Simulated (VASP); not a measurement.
Crystal: Ta3N.

```
Ta N
1.0
     3.03222    0.00000    0.00000
    -1.51611    2.62598    0.00000
     0.00000    0.00000    7.52414
Ta N
3 1
Direct
  0.66667 0.33333 0.82607
  0.33333 0.66667 0.17393
  0.00000 0.00000 0.50000
  0.00000 0.00000 0.00000
```

Base run:

| Item | Value |
| --- | --- |
| Program | VASP 6.6.1 |
| Functional | PBE |
| Potentials or basis | VASP PAW PBE potentials, release 64 (Ta_sv_GW, N) |
| Cutoff | 700 eV |
| k mesh | 10 × 10 × 4 |
| Occupations | fermi-dirac, width 0.05 eV |
| Spin | no spin polarisation |
| Hubbard terms | Ta d U = 6.0 eV |

Its results: band gap on the k mesh zero (bands 22 and 23 overlap by 0.49 eV); pressure 18.6 GPa; largest force 0.537 eV/Å.

Problem. The run is repeated on the same cell with these changes: hubbard terms from Ta d U = 6.0 eV to Ta d U = 8.0 eV. What comes out?

Solution. Band gap on the k mesh zero (bands 22 and 23 overlap by 0.58 eV); pressure 25.7 GPa; largest force 0.750 eV/Å.

Caveats: the cell stands under pressure; spin-orbit coupling is left out, which moves the levels of the heavy elements; U without spin polarisation on a metal has little footing.
